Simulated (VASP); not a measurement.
Mn:

```
Mn
1.0
     0.00000    2.51257    2.51257
     2.51257    0.00000    2.51257
     2.51257    2.51257    0.00000
Mn
2
Direct
  0.12500 0.12500 0.12500
  0.87500 0.87500 0.87500
```

This isn't the form of Mn at room conditions, which is a 58-atom cubic cell.

```yaml
Program: VASP 6.6.1
Task: relaxation of cell and atoms
Functional: PBE
Potentials_or_basis: VASP PAW PBE potentials, release 64 (Mn_sv)
Cutoff: 680 eV
k_mesh: 11 × 11 × 11
Occupations: fermi-dirac, width 0.05 eV
Spin: collinear spin, antiferromagnetic start
Starting_moments: "[3.0, -3.0] μB"
```

At the start: pressure 3.6 GPa; volume 15.86 Å³/atom.

How do energy, volume and symmetry change on relaxing?

Over 3 steps the energy falls by 8.7 meV/atom and the volume is 16.67 Å³/atom (+5.1 %); space group Fd-3m (No. 227, to 0.1 Å) before and after; moment 0.00 μB per cell.

The path:
```
step  energy change (eV)  largest force (eV/Å)  pressure (GPa)  volume (Å³)
   1              0.0000                0.0000            3.63        31.72
   2             -0.0174                0.0000           -0.11        33.40
   3             -0.0174                0.0000           -0.04        33.34
```

Final structure:
```yaml
crystal:
  lattice:
    - [0.00000, 2.55457, 2.55457]
    - [2.55457, 0.00000, 2.55457]
    - [2.55457, 2.55457, 0.00000]
  atoms:
    - { symbol: Mn, position: [0.12500, 0.12500, 0.12500] }
    - { symbol: Mn, position: [0.87500, 0.87500, 0.87500] }
```

Caveat: the antiferromagnetic order is the one typed at the start, and another may lie lower.
